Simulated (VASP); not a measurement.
# Si3N4 (P-43m) in VASP: a series of runs, part 2 of 2

VASP 6.6.1. Earlier steps stand in the parts before.

## (5) Single point, BLYP

This run uses another cell than the first one, of 10.28 Å³/atom, 1.021 times its volume.

Input file INCAR:

```
  PREC = Accurate
  ENCUT = 520
  EDIFF = 1E-7
  ISMEAR = -1
  SIGMA = 0.05
  LREAL = False
  LASPH = True
  NELM = 100
  ALGO = Normal
  ISIF = 2
  LWAVE = False
  LCHARG = False
  GGA = B5
  ALDAX = 1.0
  AGGAX = 1.0
  AGGAC = 1.0
  ALDAC = 0.0
  NBANDS = 25
```

Input file KPOINTS:

```
regular mesh
0
Gamma
  7 7 7
```

Input file POSCAR:

```
Si3N4
1.0
    4.1598300446      0.0000000000      0.0000000000
    0.0000000000      4.1598300446      0.0000000000
    0.0000000000      0.0000000000      4.1598300446
Si N
3 4
Direct
    0.0000000000      0.0000000000      0.5000000000
    0.5000000000      0.0000000000      0.0000000000
    0.0000000000      0.5000000000      0.0000000000
    0.2373504892      0.2373504892      0.7626495108
    0.7626495108      0.7626495108      0.7626495108
    0.2373504892      0.7626495108      0.2373504892
    0.7626495108      0.2373504892      0.2373504892
```

Potentials or basis: VASP PAW PBE potentials, release 64 (Si, N).

Launch:

```sh
$ cat potpaw_PBE.64/Si/POTCAR potpaw_PBE.64/N/POTCAR > POTCAR
$ mpirun -np 1 vasp_std > vasp.out
```

OUTCAR:

```text
PREC = Accurate
   ENCUT = 520
   EDIFF = 1E-7
   ISMEAR = -1
   LREAL = False
   LASPH = True
   NELM = 100
   ISIF = 2
   GGA = B5

 ion  position               nearest neighbor table
   1  0.000  0.000  0.500-   4 1.77   5 1.77   6 1.77   7 1.77   2 2.94   3 2.94   2 2.94   3 2.94
                             3 2.94   3 2.94   2 2.94   2 2.94
   2  0.500  0.000  0.000-   4 1.77   5 1.77   6 1.77   7 1.77   1 2.94   3 2.94   1 2.94   3 2.94
                             1 2.94   3 2.94   1 2.94   3 2.94
   3  0.000  0.500  0.000-   4 1.77   5 1.77   6 1.77   7 1.77   1 2.94   2 2.94   1 2.94   1 2.94
                             2 2.94   1 2.94   2 2.94   2 2.94
   4  0.237  0.237  0.763-   1 1.77   2 1.77   3 1.77
   5  0.763  0.763  0.763-   1 1.77   2 1.77   3 1.77
   6  0.237  0.763  0.237-   1 1.77   2 1.77   3 1.77
   7  0.763  0.237  0.237-   1 1.77   2 1.77   3 1.77

  LATTYP: Found a simple cubic cell.
 ALAT       =     4.1598300446

  Lattice vectors:

 A1 = (   4.1598300446,   0.0000000000,   0.0000000000)
 A2 = (   0.0000000000,   4.1598300446,   0.0000000000)
 A3 = (   0.0000000000,   0.0000000000,   4.1598300446)

Analysis of symmetry for initial positions (statically):
=====================================================================
 Subroutine PRICEL returns:
 Original cell was already a primitive cell.

 Routine SETGRP: Setting up the symmetry group for a
 simple cubic supercell.

 Subroutine GETGRP returns: Found 24 space group operations
 (whereof 24 operations were pure point group operations)
 out of a pool of 48 trial point group operations.

The static configuration has the point symmetry T_d .

Analysis of symmetry for dynamics (positions and initial velocities):
=====================================================================
 Subroutine PRICEL returns:
 Original cell was already a primitive cell.

[... 133 lines left out ...]
  volume/ion in A,a.u.               =      10.28        69.39
  Fermi-wavevector in a.u.,A,eV,Ry     =   1.249441  2.361102 21.240108  1.561104
  Thomas-Fermi vector in A             =   2.383482
   LORBIT       =      0    0 simple, 1 ext, 2 COOP (PROOUT), +10 PAW based schemes
   GGA     = B5    functional components
   LHFCALC =     F    Hartree Fock is set to
   AEXX    =    0.0000 exact exchange contribution
   IVDW    =     0    specifies the selected vdW correction
   LEPSILON=     F    determine dielectric tensor
   LRPA    =     F    only Hartree local field effects (RPA)
 non-spin polarized calculation
  energy-cutoff  :      520.00
  volume of cell :       71.98
 maximum number of plane-waves:      1959
 NGX is ok and might be reduce to    32
   NGX = 15   NGY = 15   NGZ = 15

 number of electron      31.9999995 magnetization

 Free energy of the ion-electron system (eV)
  ---------------------------------------------------
  ext. energy  EPLUGINS =         0.00000000
  ---------------------------------------------------
  free energy    TOTEN  =       -51.69696345 eV

  energy without entropy =      -51.69696345  energy(sigma->0) =      -51.69696345

 E-fermi :   8.1249     XC(G=0): -10.4189

 val. band max:        6.9848361603   @ k =   0.4286   0.4286   0.4286
 cond. band min:       9.9951292664   @ k =   0.0000   0.0000   0.0000
 fundamental gap:      3.0102931061
 Fermi energy:         8.1248922949

 k-point     1 :       0.0000    0.0000    0.0000
  band No.  band energies     occupation
      1     -10.7847      2.00000
      2      -7.0303      2.00000
      3      -7.0303      2.00000
      4      -7.0303      2.00000
      5      -1.5632      2.00000
      6      -1.5632      2.00000
[... 549 lines left out ...]
     24      16.9705      0.00000
     25      17.0776      0.00000

------------------------ aborting loop because EDIFF is reached ----------------------------------------

  FORCE on cell =-STRESS in cart. coord.  units (eV):
  Direction    XX          YY          ZZ          XY          YZ          ZX
  --------------------------------------------------------------------------------------
  -------------------------------------------------------------------------------------
  Total        0.2618614      0.2618614      0.2618614      0.0000000     -0.0000000      0.0000000
  in kB        5.8284802      5.8284802      5.8284802      0.0000000     -0.0000000      0.0000000
  external PRESSURE =       5.8284802 kB  Pullay stress =       0.0000000 kB

 VOLUME and BASIS-vectors are now :
 -----------------------------------------------------------------------------
  energy-cutoff  :      520.00
  volume of cell :       71.98
      direct lattice vectors                 reciprocal lattice vectors
     4.159830045  0.000000000  0.000000000     0.240394437  0.000000000  0.000000000
     0.000000000  4.159830045  0.000000000     0.000000000  0.240394437  0.000000000
     0.000000000  0.000000000  4.159830045     0.000000000  0.000000000  0.240394437

 POSITION                                       TOTAL-FORCE (eV/Angst)
 -----------------------------------------------------------------------------------
      0.00000      0.00000      2.07992         0.000000     -0.000000      0.000000
      2.07992      0.00000      0.00000         0.000000      0.000000     -0.000000
      0.00000      2.07992      0.00000         0.000000      0.000000     -0.000000
      0.98734      0.98734      3.17249         0.008102      0.008102     -0.008102
      3.17249      3.17249      3.17249        -0.008102     -0.008102     -0.008102
      0.98734      3.17249      0.98734         0.008102     -0.008102      0.008102
      3.17249      0.98734      0.98734        -0.008102      0.008102      0.008102
 -----------------------------------------------------------------------------------
    total drift:                                0.000000      0.000000      0.000000

  FREE ENERGIE OF THE ION-ELECTRON SYSTEM (eV)
  ---------------------------------------------------
  free  energy   TOTEN  =       -51.6969634528 eV

  energy  without entropy=      -51.6969634527  energy(sigma->0) =      -51.69696345
```

It took 31 s on 1 thread of AMD EPYC 9R45 (Zen 5), shared host; peak memory 0.15 GiB.

Results:

* Free energy: -51.6970 eV
* Pressure: 0.6 GPa
* Largest force: 0.014 eV/Å
* Band gap on the k mesh: 3.01 eV, indirect (least direct gap 3.18 eV)

Forces on the atoms (eV/Å):
```
Si   0.000  0.000  0.000
Si   0.000  0.000  0.000
Si   0.000  0.000  0.000
N    0.008  0.008 -0.008
N   -0.008 -0.008 -0.008
N    0.008 -0.008  0.008
N   -0.008  0.008  0.008
```

Levels at points of the mesh, in eV from the valence-band top:
```csv
k point,band 14,band 15,band 16,band 17,band 18,band 19
"(0.00, 0.00, 0.00)",-0.17,-0.17,-0.17,3.01,3.01,3.01
```

Caveat: the PAW data sets were made with another functional, which shifts forces and pressure a little. A k mesh can miss the band edges.

## (6) The runs side by side

| task | level | cell | cutoff (eV) | gap on the mesh (eV) | pressure (GPa) | largest force (eV/Å) |
| --- | --- | --- | --- | --- | --- | --- |
| relaxation of cell and atoms | RPBE+D3(BJ) | relaxed from a = 4.131 Å, 7 atoms | 600 | 2.73 | 0.0 | - |
| single point | PBEsol | a = 4.131 Å, 7 atoms | 520 | 2.61 | -3.9 | 0.05 |
| single point | PBE | a = 4.131 Å, 7 atoms | 520 | 2.74 | -0.2 | 0.02 |
| single point | BLYP | a = 4.160 Å, 7 atoms | 520 | 3.01 | 0.6 | 0.01 |

Alike in all rows: potentials or basis VASP PAW PBE potentials, release 64 (Si, N); no spin polarisation; k mesh 7 × 7 × 7; smearing fermi-dirac 0.05 eV.

Caveats: the PAW data sets were made with another functional, which shifts forces and pressure a little (some runs).

Total energies depend on the potentials used, so only differences within one code and one set of settings carry meaning.
